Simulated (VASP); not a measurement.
# InSb (F-43m) in VASP: a series of runs

InSb is run at these levels: r2SCAN+D3(BJ); tasks: single point.

All numbers are computed with VASP 6.6.1; they aren't measurements. Logs are shortened: lines on timing, memory, paths and dates and some standing lists are left out, and cuts for length are marked.

**Experimental background.**

“Electronic Structure and Epitaxy of CdTe Shells on InSb Nanowires”, 2021, arxiv:2111.05126 quotes, for a bulk crystal of InSb: band gap 0.24 eV.

The results are compared with them further down.

## 1. The cell of the first run

Symmetry: F-43m, No. 216, cubic system. Conventional cell: a = 6.478 Å, b = 6.478 Å, c = 6.478 Å, α = 90.00°, β = 90.00°, γ = 90.00°. In (site symmetry -43m) has 4 Sb at 2.81 Å within 3.7 Å. Sb (site symmetry -43m) has 4 In at 2.81 Å within 3.7 Å.

## 2. Single point, r2SCAN+D3(BJ)

POSCAR reads:

```
InSb
1.0
    0.0000000000      3.2391003701      3.2391003701
    3.2391003701      0.0000000000      3.2391003701
    3.2391003701      3.2391003701      0.0000000000
In Sb
1 1
Direct
    0.0000000000      0.0000000000      0.0000000000
    0.7500000000      0.7500000000      0.7500000000
```

INCAR.step1 reads:

```
SYSTEM = InSb
PREC     = Accurate       ! precision mode
ENCUT    = 550            ! plane-wave cutoff, eV
ISMEAR   = 0              ! smearing method
SIGMA    = 0.05           ! smearing width, eV
LREAL    = .False.        ! projectors in reciprocal space
LASPH    = .True.         ! aspherical terms in the spheres
NELM     = 120            ! most SCF steps
NBANDS   = 16             ! bands
GGA      = PE             ! functional
ALGO     = Normal         ! electronic algorithm
EDIFF    = 1E-5           ! SCF threshold, eV
LWAVE    = .True.         ! write WAVECAR
LCHARG   = .False.        ! write CHGCAR
GGA_COMPAT= .False.
```

INCAR.step2 reads:

```
SYSTEM = InSb
PREC     = Accurate       ! precision mode
ENCUT    = 550            ! plane-wave cutoff, eV
EDIFF    = 1E-6           ! SCF threshold, eV
ISMEAR   = 0              ! smearing method
SIGMA    = 0.05           ! smearing width, eV
LREAL    = .False.        ! projectors in reciprocal space
LASPH    = .True.         ! aspherical terms in the spheres
NELM     = 120            ! most SCF steps
ALGO     = Normal         ! electronic algorithm
ISIF     = 2              ! what is computed and relaxed
LWAVE    = .False.        ! write WAVECAR
LCHARG   = .False.        ! write CHGCAR
METAGGA  = R2SCAN         ! meta-GGA
LMIXTAU  = .True.       
IVDW     = 12             ! dispersion correction
VDW_S6   = 1.0          
VDW_S8   = 0.78981345   
VDW_A1   = 0.49484001   
VDW_A2   = 5.73083694   
NBANDS   = 16             ! bands
ISTART   = 1            
GGA_COMPAT= .False.
```

KPOINTS reads:

```
regular mesh
0
Gamma
  6 6 6
  0 0 0
```

Potentials or basis: VASP PAW PBE potentials, release 64 (In_d, Sb).

On the command line:

```console
$ cat potpaw_PBE.64/In_d/POTCAR potpaw_PBE.64/Sb/POTCAR > POTCAR
$ cp INCAR.step1 INCAR
$ mpirun -np 1 vasp_std > vasp.out
$ cp INCAR.step2 INCAR
$ mpirun -np 1 vasp_std > vasp.out
```

OUTCAR:

```text
SYSTEM = InSb
   PREC = Accurate
   ENCUT = 550
   EDIFF = 1E-6
   ISMEAR = 0
   LREAL = .False.
   LASPH = .True.
   NELM = 120
   ISIF = 2
   METAGGA = R2SCAN
   IVDW = 12
   ISTART = 1
 IVDW          = 12

 ion  position               nearest neighbor table
   1  0.000  0.000  0.000-   2 2.81   2 2.81   2 2.81   2 2.81
   2  0.750  0.750  0.750-   1 2.81   1 2.81   1 2.81   1 2.81

  LATTYP: Found a face centered cubic cell.
 ALAT       =     6.4782007402

  Lattice vectors:

 A1 = (   0.0000000000,   3.2391003701,   3.2391003701)
 A2 = (   3.2391003701,   0.0000000000,   3.2391003701)
 A3 = (   3.2391003701,   3.2391003701,   0.0000000000)

Analysis of symmetry for initial positions (statically):
=====================================================================
 Subroutine PRICEL returns:
 Original cell was already a primitive cell.

 Routine SETGRP: Setting up the symmetry group for a
 face centered cubic supercell.

 Subroutine GETGRP returns: Found 24 space group operations
 (whereof 24 operations were pure point group operations)
 out of a pool of 48 trial point group operations.

The static configuration has the point symmetry T_d .

Analysis of symmetry for dynamics (positions and initial velocities):
=====================================================================
 Subroutine PRICEL returns:
 Original cell was already a primitive cell.

 Routine SETGRP: Setting up the symmetry group for a
 face centered cubic supercell.

 Subroutine GETGRP returns: Found 24 space group operations
 (whereof 24 operations were pure point group operations)
 out of a pool of 48 trial point group operations.

The dynamic configuration has the point symmetry T_d .

 Subroutine INISYM returns: Found 24 space group operations
 (whereof 24 operations are pure point group operations),
 and found     1 'primitive' translations

----------------------------------------------------------------------------------------

                                     Primitive cell

  volume of cell :      67.9678

  direct lattice vectors                    reciprocal lattice vectors
     0.000000000  3.239100370  3.239100370    -0.154363849  0.154363849  0.154363849
     3.239100370  0.000000000  3.239100370     0.154363849 -0.154363849  0.154363849
     3.239100370  3.239100370  0.000000000     0.154363849  0.154363849 -0.154363849

  length of vectors
[... 72 lines left out ...]
   NELM   =    120;   NELMIN=  2; NELMDL=  0     # of ELM steps
   EDIFF  = 0.1E-05   stopping-criterion for ELM
   LREAL  =      F    real-space projection
   EDIFFG = 0.1E-04   stopping-criterion for IOM
   NSW    =      0    number of steps for IOM
   IBRION =     -1    ionic relax: 0-MD 1-quasi-New 2-CG
   NFREE  =      0    steps in history (QN), initial steepest desc. (CG)
   ISIF   =      2    stress and relaxation
   ISYM   =      2    0-nonsym 1-usesym 2-fastsym
   POTIM  = 0.5000    time-step for ionic-motion
   TEBEG  =    0.0;   TEEND  =   0.0 temperature during run
   PSTRESS=    0.0 pullay stress
   NELECT =      18.0000    total number of electrons
   NUPDOWN=      -1.0000    fix difference up-down
   EMIN   =  10.00;   EMAX   =-10.00  energy-range for DOS
   EFERMI =   0.00;   METHOD = LEGACY
   ISMEAR =     0;   SIGMA  =   0.05  broadening in eV -4-tet -1-fermi 0-gaus
   EFERMI_NEDOS =   21; number of points for ismear=-14 and -15
   IALGO  =     38    algorithm
   IMIX   =      4    mixing-type and parameters
     AMIX     =   0.40;   BMIX     =  1.00
     AMIX_MAG =   1.60;   BMIX_MAG =  1.00
  volume/ion in A,a.u.               =      33.98       229.33
  Fermi-wavevector in a.u.,A,eV,Ry     =   1.051311  1.986690 15.037908  1.105255
  Thomas-Fermi vector in A             =   2.186349
   LORBIT       =      0    0 simple, 1 ext, 2 COOP (PROOUT), +10 PAW based schemes
   METAGGA = R2SCAN    functional components
   LHFCALC =     F    Hartree Fock is set to
   AEXX    =    0.0000 exact exchange contribution
   IVDW    =    12    specifies the selected vdW correction
   LEPSILON=     F    determine dielectric tensor
   LRPA    =     F    only Hartree local field effects (RPA)
 non-spin polarized calculation
 Gauss-broadening in eV      SIGMA  =   0.05
  energy-cutoff  :      550.00
  volume of cell :       67.97
 maximum number of plane-waves:      2012
   NGX = 17   NGY = 17   NGZ = 17

 number of electron      17.9999993 magnetization

 Free energy of the ion-electron system (eV)
  ---------------------------------------------------
  ext. energy  EPLUGINS =         0.00000000
  ---------------------------------------------------
  free energy    TOTEN  =       -48.73546325 eV

  energy without entropy =      -48.73546189  energy(sigma->0) =      -48.73546257

 E-fermi :   5.0579     XC(G=0):  -9.2414

 val. band max:        4.9321060680   @ k =   0.0000   0.0000   0.0000
 cond. band min:       5.1730003227   @ k =   0.0000   0.0000   0.0000
 fundamental gap:      0.2408942547
 Fermi energy:         5.0578535820

 k-point     1 :       0.0000    0.0000    0.0000
  band No.  band energies     occupation
      1     -10.1732      2.00000
      2     -10.1732      2.00000
      3     -10.1732      2.00000
      4     -10.0713      2.00000
      5     -10.0713      2.00000
      6      -6.1915      2.00000
[... 281 lines left out ...]
      3     -10.1267      2.00000
      4     -10.0850      2.00000
      5     -10.0660      2.00000
      6      -4.0585      2.00000
[... 8 lines left out ...]
     15      15.2455      0.00000
     16      16.0182      0.00000

------------------------ aborting loop because EDIFF is reached ----------------------------------------

 Edisp (eV)   -0.31791

 E8    (eV) :    -0.1231

  FORCE on cell =-STRESS in cart. coord.  units (eV):
  Direction    XX          YY          ZZ          XY          YZ          ZX
  --------------------------------------------------------------------------------------
  -------------------------------------------------------------------------------------
  Total       0.38788     0.38788     0.38788     0.00000     0.00000     0.00000
  in kB       9.14324     9.14324     9.14324     0.00000     0.00000     0.00000
  external pressure =        9.14 kB  Pullay stress =        0.00 kB

 VOLUME and BASIS-vectors are now :
 -----------------------------------------------------------------------------
  energy-cutoff  :      550.00
  volume of cell :       67.97
      direct lattice vectors                 reciprocal lattice vectors
     0.000000000  3.239100370  3.239100370    -0.154363849  0.154363849  0.154363849
     3.239100370  0.000000000  3.239100370     0.154363849 -0.154363849  0.154363849
     3.239100370  3.239100370  0.000000000     0.154363849  0.154363849 -0.154363849

 POSITION                                       TOTAL-FORCE (eV/Angst)
 -----------------------------------------------------------------------------------
      0.00000      0.00000      0.00000        -0.000000     -0.000000     -0.000000
      4.85865      4.85865      4.85865         0.000000      0.000000      0.000000
 -----------------------------------------------------------------------------------
    total drift:                               -0.000000     -0.000000     -0.000000

  FREE ENERGIE OF THE ION-ELECTRON SYSTEM (eV)
  ---------------------------------------------------
  free  energy   TOTEN  =       -49.0533691901 eV

  energy  without entropy=      -49.0533678389  energy(sigma->0) =      -49.05336851
```

OUTCAR.step1:

```text
SYSTEM = InSb
   PREC = Accurate
   ENCUT = 550
   ISMEAR = 0
   LREAL = .False.
   LASPH = .True.
[... 514 lines left out ...]
      0.00000      0.00000      0.00000         0.000000      0.000000      0.000000
      4.85865      4.85865      4.85865        -0.000000     -0.000000     -0.000000
 -----------------------------------------------------------------------------------
    total drift:                               -0.000000     -0.000000     -0.000000

  FREE ENERGIE OF THE ION-ELECTRON SYSTEM (eV)
  ---------------------------------------------------
  free  energy   TOTEN  =        -6.8838814650 eV

  energy  without entropy=       -6.8835243763  energy(sigma->0) =       -6.88370292
```

It took 2.6 min on 1 thread of Intel Xeon 8259CL, shared host; peak memory 0.23 GiB.

Results:

```yaml
Free_energy: -49.0534 eV
Pressure: 0.9 GPa
Band_gap_on_the_k_mesh: 0.24 eV
Dispersion_energy_per_atom: -0.159 eV
```

Caveat: three body term missing; the PAW data sets were made with another functional, which shifts forces and pressure a little; spin-orbit coupling is left out, which moves the levels of the heavy elements.

(Continued in part 2 of 2.)
